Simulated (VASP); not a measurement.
Crystal: Be3Cd2S.

```
Be Cd S
1.0
     3.98987    0.00000    0.00000
    -1.99494    3.45533    0.00000
     0.00000    0.00000    8.69173
Be Cd S
3 2 1
Cartesian
  1.9949 1.1518 4.3459
  0.0000 0.0000 0.0000
  0.0000 0.0000 4.3459
  0.0000 2.3036 2.1875
  0.0000 2.3036 6.5043
  1.9949 1.1518 0.0000
```

The cell was generated, and may not be a known phase.

| Quantity | Value |
| --- | --- |
| Program | VASP 6.6.1 |
| Task | relaxation of cell and atoms |
| Functional | PBE |
| Potentials or basis | VASP PAW PBE potentials, release 64 (Be, Cd, S) |
| Cutoff | 600 eV |
| k mesh | 6 × 6 × 2 |
| Occupations | gaussian, width 0.1 eV |
| Spin | no spin polarisation |

At the start: pressure -7.5 GPa; volume 19.97 Å³/atom.

Question: Where does the relaxation end?

Answer: Over 12 steps the energy falls by 324.7 meV/atom and the volume is 17.30 Å³/atom (-13.4 %); space group P-6m2 (No. 187, to 0.1 Å) before and after.

The path:
```csv
step,energy change (eV),largest force (eV/Å),pressure (GPa),volume (Å³)
1,0.0000,1.2775,-7.54,119.83
2,-0.7734,1.5718,-3.14,104.22
3,-0.9777,1.8134,1.95,94.45
4,-1.3449,1.3895,2.18,93.32
5,-1.6376,0.4297,9.09,89.92
6,-1.7115,0.3365,5.30,91.14
7,-1.8791,0.4487,-1.17,101.49
8,-1.8799,0.4378,-0.78,100.68
9,-1.9175,0.2891,-0.41,101.38
10,-1.9438,0.0646,0.40,102.56
11,-1.9438,0.0478,0.35,102.51
12,-1.9483,0.0060,-0.05,103.83
```

Final structure:
```xyz
6
Lattice="3.6751 0.0000 0.0000 -1.8375 3.1827 0.0000 0.0000 0.0000 8.8766" Properties=species:S:1:pos:R:3 pbc="T T T"
Be    1.8375    1.0609    4.4383
Be   -1.8375    3.1827    0.0000
Be   -1.8375    3.1827    4.4383
Cd    0.0000    2.1218    2.9209
Cd    0.0000    2.1218    5.9557
S     1.8375    1.0609    0.0000
```

Caveat: the k points lie up to 0.35 Å⁻¹ apart in the final cell, too coarse for converged energies and pressures of a metal.
